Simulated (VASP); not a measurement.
# Ge (P6_3/mmc) in VASP: a series of runs, part 2 of 2

VASP 6.6.1.

### 4 Single point, r2SCAN (strain along c alone, the other axes held: -4.5 %, then relaxed in part)

Input file POSCAR:

```
Ge
1.0
    3.9956487028      0.0000000000      0.0000000000
   -1.9978243514      3.4603332812      0.0000000000
    0.0000000000      0.0000000000      6.3055889860
Ge
4
Direct
    0.6666666667      0.3333333333      0.0598422288
    0.3333333333      0.6666666667      0.5598422288
    0.6666666667      0.3333333333      0.4401577712
    0.3333333333      0.6666666667      0.9401577712
```

Input file INCAR.step1:

```
SYSTEM = Ge
PREC = Accurate
ENCUT = 520
ISMEAR = 0
SIGMA = 0.01
LREAL = .False.
LASPH = .True.
NELM = 60
NBANDS = 36
GGA = PE
ALGO = Normal
EDIFF = 1E-4
LWAVE = .True.
LCHARG = .False.
```

Input file INCAR.step2:

```
SYSTEM = Ge
PREC = Accurate
ENCUT = 520
EDIFF = 1E-6
ISMEAR = 0
SIGMA = 0.01
LREAL = .False.
LASPH = .True.
NELM = 60
ALGO = Normal
ISIF = 2
LWAVE = .False.
LCHARG = .True.
METAGGA = R2SCAN
LMIXTAU = .True.
LELF = .True.
LVHAR = .True.
NBANDS = 36
ISTART = 1
```

Input file KPOINTS:

```
Automatic mesh
0
Gamma
  12 12 6
  0 0 0
```

Potentials or basis: VASP PAW PBE potentials, release 64 (Ge_d).

On the command line:

```console
> cat potpaw_PBE.64/Ge_d/POTCAR > POTCAR
> cp INCAR.step1 INCAR
> mpirun -np 1 vasp_std > vasp.out
> cp INCAR.step2 INCAR
> mpirun -np 1 vasp_std > vasp.out
```

OUTCAR:

```text
SYSTEM = Ge
   PREC = Accurate
   ENCUT = 520
   EDIFF = 1E-6
   ISMEAR = 0
   LREAL = .False.
   LASPH = .True.
   NELM = 60
   ISIF = 2
   METAGGA = R2SCAN
   ISTART = 1

 ion  position               nearest neighbor table
   1  0.667  0.333  0.060-   3 2.40   4 2.43   4 2.43   4 2.43
   2  0.333  0.667  0.560-   4 2.40   3 2.43   3 2.43   3 2.43
   3  0.667  0.333  0.440-   1 2.40   2 2.43   2 2.43   2 2.43
   4  0.333  0.667  0.940-   2 2.40   1 2.43   1 2.43   1 2.43

  LATTYP: Found a hexagonal cell.
 ALAT       =     3.9956487028
 C/A-ratio  =     1.5781139572

  Lattice vectors:

 A1 = (   3.9956487028,   0.0000000000,   0.0000000000)
 A2 = (  -1.9978243514,   3.4603332812,   0.0000000000)
 A3 = (   0.0000000000,   0.0000000000,   6.3055889860)

Analysis of symmetry for initial positions (statically):
=====================================================================
 Subroutine PRICEL returns:
 Original cell was already a primitive cell.

 Routine SETGRP: Setting up the symmetry group for a
 hexagonal supercell.

 Subroutine GETGRP returns: Found 24 space group operations
 (whereof 12 operations were pure point group operations)
 out of a pool of 24 trial point group operations.

The static configuration has the point symmetry D_3d.
 The point group associated with its full space group is D_6h.

Analysis of symmetry for dynamics (positions and initial velocities):
=====================================================================
 Subroutine PRICEL returns:
 Original cell was already a primitive cell.

 Routine SETGRP: Setting up the symmetry group for a
 hexagonal supercell.

 Subroutine GETGRP returns: Found 24 space group operations
 (whereof 12 operations were pure point group operations)
 out of a pool of 24 trial point group operations.

The dynamic configuration has the point symmetry D_3d.
 The point group associated with its full space group is D_6h.

 Subroutine INISYM returns: Found 24 space group operations
 (whereof 12 operations are pure point group operations),
 and found     1 'primitive' translations

----------------------------------------------------------------------------------------

                                     Primitive cell

  volume of cell :      87.1828

  direct lattice vectors                    reciprocal lattice vectors
     3.995648703  0.000000000  0.000000000     0.250272252  0.144494752  0.000000000
    -1.997824351  3.460333281  0.000000000     0.000000000  0.288989504  0.000000000
     0.000000000  0.000000000  6.305588986     0.000000000  0.000000000  0.158589468

  length of vectors
     3.995648703  3.995648703  6.305588986     0.288989504  0.288989504  0.158589468

  position of ions in fractional coordinates (direct lattice)
     0.666666667  0.333333333  0.059842229
     0.333333333  0.666666667  0.559842229
     0.666666667  0.333333333  0.440157771
     0.333333333  0.666666667  0.940157771

  ion indices of the primitive-cell ions
   primitive index   ion index
                 1           1
                 2           2
                 3           3
                 4           4

----------------------------------------------------------------------------------------

 KPOINTS: Automatic mesh

Automatic generation of k-mesh.
 Grid dimensions read from file:
 generate k-points for:   12   12    6

 Generating k-lattice:

  Cartesian coordinates                     Fractional coordinates (reciprocal lattice)
     0.020856021  0.012041229  0.000000000     0.083333333 -0.000000000  0.000000000
     0.000000000  0.024082459  0.000000000     0.000000000  0.083333333  0.000000000
     0.000000000  0.000000000  0.026431578     0.000000000  0.000000000  0.166666667

  Length of vectors
     0.024082459  0.024082459  0.026431578

  Shift w.r.t. Gamma in fractional coordinates (k-lattice)
     0.000000000  0.000000000  0.000000000

 Subroutine IBZKPT returns following result:
 ===========================================

 Found     76 irreducible k-points:

 Following reciprocal coordinates:
            Coordinates               Weight
  0.000000  0.000000  0.000000      1.000000
  0.083333 -0.000000  0.000000      6.000000
  0.166667 -0.000000  0.000000      6.000000
  0.250000  0.000000  0.000000      6.000000
  0.333333 -0.000000  0.000000      6.000000
  0.416667  0.000000  0.000000      6.000000
[... 16 lines left out ...]
  0.250000  0.000000  0.166667     12.000000
  0.333333 -0.000000  0.166667     12.000000
 [... further k-points ...]
   k-points           NKPTS =     76   k-points in BZ     NKDIM =     76   number of bands    NBANDS=     36
   number of dos      NEDOS =    301   number of ions     NIONS =      4
   total plane-waves  NPLWV =  43200
   dimension x,y,z NGX =    30 NGY =   30 NGZ =   48
   dimension x,y,z NGXF=    60 NGYF=   60 NGZF=   96
   ions per type =               4
   NGX,Y,Z   is equivalent  to a cutoff of  12.48, 12.48, 12.66 a.u.
   NGXF,Y,Z  is equivalent  to a cutoff of  24.96, 24.96, 25.31 a.u.
 SYSTEM =  Ge
   PREC   = accura    normal or accurate (medium, high low for compatibility)
   ISTART =      1    job   : 0-new  1-cont  2-samecut
   ICHARG =      0    charge: 1-file 2-atom 10-const
   ISPIN  =      1    spin polarized calculation?
   LNONCOLLINEAR =      F non collinear calculations
   LSORBIT =      F    spin-orbit coupling
   LASPH  =      T    aspherical Exc in radial PAW
   ENCUT  =  520.0 eV  38.22 Ry    6.18 a.u.   7.43  7.43 11.72*2*pi/ulx,y,z
   NELM   =     60;   NELMIN=  2; NELMDL=  0     # of ELM steps
   EDIFF  = 0.1E-05   stopping-criterion for ELM
   LREAL  =      F    real-space projection
   EDIFFG = 0.1E-04   stopping-criterion for IOM
   NSW    =      0    number of steps for IOM
   IBRION =     -1    ionic relax: 0-MD 1-quasi-New 2-CG
   NFREE  =      0    steps in history (QN), initial steepest desc. (CG)
   ISIF   =      2    stress and relaxation
   ISYM   =      2    0-nonsym 1-usesym 2-fastsym
   POTIM  = 0.5000    time-step for ionic-motion
   TEBEG  =    0.0;   TEEND  =   0.0 temperature during run
   PSTRESS=    0.0 pullay stress
   NELECT =      56.0000    total number of electrons
   NUPDOWN=      -1.0000    fix difference up-down
   EMIN   =  10.00;   EMAX   =-10.00  energy-range for DOS
   EFERMI =   0.00;   METHOD = LEGACY
   ISMEAR =     0;   SIGMA  =   0.01  broadening in eV -4-tet -1-fermi 0-gaus
   EFERMI_NEDOS =   21; number of points for ismear=-14 and -15
   IALGO  =     38    algorithm
   IMIX   =      4    mixing-type and parameters
     AMIX     =   0.40;   BMIX     =  1.00
     AMIX_MAG =   1.60;   BMIX_MAG =  1.00
  volume/ion in A,a.u.               =      21.80       147.08
  Fermi-wavevector in a.u.,A,eV,Ry     =   1.412518  2.669271 27.146426  1.995206
  Thomas-Fermi vector in A             =   2.534258
   LORBIT       =      0    0 simple, 1 ext, 2 COOP (PROOUT), +10 PAW based schemes
   METAGGA = R2SCAN    functional components
   LHFCALC =     F    Hartree Fock is set to
   AEXX    =    0.0000 exact exchange contribution
   IVDW    =     0    specifies the selected vdW correction
   LEPSILON=     F    determine dielectric tensor
   LRPA    =     F    only Hartree local field effects (RPA)
 non-spin polarized calculation
 Gauss-broadening in eV      SIGMA  =   0.01
  energy-cutoff  :      520.00
  volume of cell :       87.18
 maximum number of plane-waves:      2388
 NGX is ok and might be reduce to    30
   NGX = 15   NGY = 15   NGZ = 23

 number of electron      56.0000053 magnetization

 Free energy of the ion-electron system (eV)
  ---------------------------------------------------
  ext. energy  EPLUGINS =         0.00000000
  ---------------------------------------------------
  free energy    TOTEN  =       -55.30586007 eV

  energy without entropy =      -55.30586007  energy(sigma->0) =      -55.30586007

 E-fermi :   5.1786     XC(G=0): -11.0119

 val. band max:        5.1151805982   @ k =   0.0833  -0.0000   0.0000
 cond. band min:       5.2850482738   @ k =   0.0000   0.0000   0.0000
 fundamental gap:      0.1698676756
 Fermi energy:         5.1785960493

 k-point     1 :       0.0000    0.0000    0.0000
  band No.  band energies     occupation
      1     -20.3958      2.00000
      2     -20.3958      2.00000
      3     -20.3916      2.00000
      4     -20.3516      2.00000
      5     -20.3485      2.00000
      6     -20.3484      2.00000
[... 28 lines left out ...]
     35      10.1213      0.00000
     36      11.8913      0.00000
[... 866 lines left out ...]
      6     -20.3210      2.00000
[... 28 lines left out ...]
     35      12.6396      0.00000
     36      13.5205      0.00000

 [... further k-points ...]
[... 5 lines left out ...]
  --------------------------------------------------------------------------------------
  -------------------------------------------------------------------------------------
  Total        0.7496456      0.7496456      4.8697988      0.0000000      0.0000000     -0.0000000
  in kB       13.7763975     13.7763975     89.4933388      0.0000000      0.0000000     -0.0000000
  external PRESSURE =      39.0153779 kB  Pullay stress =       0.0000000 kB

 VOLUME and BASIS-vectors are now :
 -----------------------------------------------------------------------------
  energy-cutoff  :      520.00
  volume of cell :       87.18
      direct lattice vectors                 reciprocal lattice vectors
     3.995648703  0.000000000  0.000000000     0.250272252  0.144494752  0.000000000
    -1.997824351  3.460333281  0.000000000     0.000000000  0.288989504  0.000000000
     0.000000000  0.000000000  6.305588986     0.000000000  0.000000000  0.158589468

 POSITION                                       TOTAL-FORCE (eV/Angst)
 -----------------------------------------------------------------------------------
      1.99782      1.15344      0.37734        -0.000000     -0.000000     -0.016474
     -0.00000      2.30689      3.53013         0.000000     -0.000000     -0.016474
      1.99782      1.15344      2.77545        -0.000000      0.000000      0.016474
     -0.00000      2.30689      5.92825         0.000000      0.000000      0.016474
 -----------------------------------------------------------------------------------
    total drift:                                0.000000     -0.000000      0.000000

  FREE ENERGIE OF THE ION-ELECTRON SYSTEM (eV)
  ---------------------------------------------------
  free  energy   TOTEN  =       -55.3058600747 eV

  energy  without entropy=      -55.3058600747  energy(sigma->0) =      -55.30586007
```

Run time: 5.7 min. Hardware: 1 thread of Intel Xeon 6975P-C (Granite Rapids), shared host; peak memory 0.31 GiB.

What came out:

| Quantity | Value |
| --- | --- |
| Free energy | -55.3059 eV |
| Pressure | 3.9 GPa |
| Largest force | 0.016 eV/Å |
| Band gap on the k mesh | zero (bands 28 and 29 overlap by 0.20 eV) |

Forces in eV/Å, atoms in the order of the input:
```
Ge   0.000  0.000 -0.016
Ge   0.000  0.000 -0.016
Ge   0.000  0.000  0.016
Ge   0.000  0.000  0.016
```

Caveat: the cell differs from its parent crystal (strain along c alone, the other axes held: -4.5 %, then relaxed in part); the cell stands under pressure; semilocal functionals underestimate gaps, so a narrow gap can read as zero; the PAW data sets were made with another functional, which shifts forces and pressure a little.

### 5 The runs side by side

```tsv
cell	gap on the mesh (eV)	pressure (GPa)
a = 3.996, b = 3.996, c = 6.504 Å, angles 90.0, 90.0, 120.0°, 4 atoms, atomic positions A	none	1.2
a = 3.996, b = 3.996, c = 6.702 Å, angles 90.0, 90.0, 120.0°, 4 atoms, atomic positions B	0.01	-1.0
a = 3.996, b = 3.996, c = 6.306 Å, angles 90.0, 90.0, 120.0°, 4 atoms, atomic positions C	none	3.9
```

Alike in all rows: task single point; level r2SCAN; potentials or basis VASP PAW PBE potentials, release 64 (Ge_d); no spin polarisation; k mesh 12 × 12 × 6; cutoff (eV) 520; smearing gaussian 0.01 eV.

Caveats: the PAW data sets were made with another functional, which shifts forces and pressure a little; semilocal functionals underestimate gaps, so a narrow gap can read as zero (at least some runs); the cell stands under pressure (at least some runs).

Total energies depend on the potentials used, so only differences within one code and one set of settings carry meaning.
